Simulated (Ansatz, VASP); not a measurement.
## One calculation of TaN, two programs

The input INCAR:

```
ALGO = Normal ; EDIFF = 1E-6
ENCUT = 520 ; GGA = PE
ISIF = 2 ; ISMEAR = 0
LASPH = True ; LCHARG = False
LREAL = False ; LWAVE = False
NBANDS = 15 ; NELM = 80
PREC = Accurate ; SIGMA = 0.15
```

KPOINTS

```
k-points
0
Gamma
  18 18 18
```

POSCAR

```
TaN
1.0
    0.0000000000      2.1681050000      2.1790000000
    2.1790000000      0.0000000000      2.1790000000
    2.1790000000      2.1681050000      0.0000000000
Ta N
1 1
Direct
    0.5000000000      0.5000000000      0.5000000000
    0.0000000000      0.0000000000      0.0000000000
```

Input for Ansatz:

```yaml
crystal:
  lattice:
    - [0.0, 2.168105, 2.179]
    - [2.179, 0.0, 2.179]
    - [2.179, 2.168105, 0.0]
  atoms:
    - { symbol: Ta, position: [0.5, 0.5, 0.5] }
    - { symbol: "N", position: [0.0, 0.0, 0.0] }
basis:
  ecutwfc: 420
kpoints:
  mp_grid: { grid: [18, 18, 18] }
hamiltonian:
  xc: pbe
scf:
  occupations: { method: gaussian, width: 0.15 }
output:
  forces: true
  stress: true
  eigenvalues: true
```

Change from the starting cell: strain -0.0050 x Voigt [0, 1, 0, 0, 0, 0], atoms carried along.

Alike in both runs: task single point; functional PBE; k mesh 18 × 18 × 18; occupations gaussian, width 0.15 eV; no spin polarisation.

|  | VASP | Ansatz |
| --- | --- | --- |
| version | VASP 6.6.1 | Ansatz 0.2.0 |
| potentials or method | VASP PAW PBE potentials, release 64 (Ta_pv, N), cutoff 520 eV | scalar-relativistic, plane waves, PAW |
| valence electrons in the cell | 16 | 18 |

Ansatz gave:

```
gap on the k mesh at the Fermi level (eV)                     : none
pressure (GPa)                                                : 16.6
traceless stress, the component that is largest in VASP (GPa) : 2.37
```

Question: What did VASP give for the same quantities?

Answer: gap on the k mesh at the Fermi level (eV): none; pressure (GPa): 17.6; traceless stress, the component that is largest in VASP (GPa): 2.39.

A gap of «none» marks a metal or a gap that the smearing closes. With one functional, cell and mesh, what is left measures potentials, basis and numerics. VASP's potentials hold 16 valence electrons a cell and Ansatz's 18, so a difference there can come from the potentials and not from the codes.

Spin-orbit coupling is off throughout.
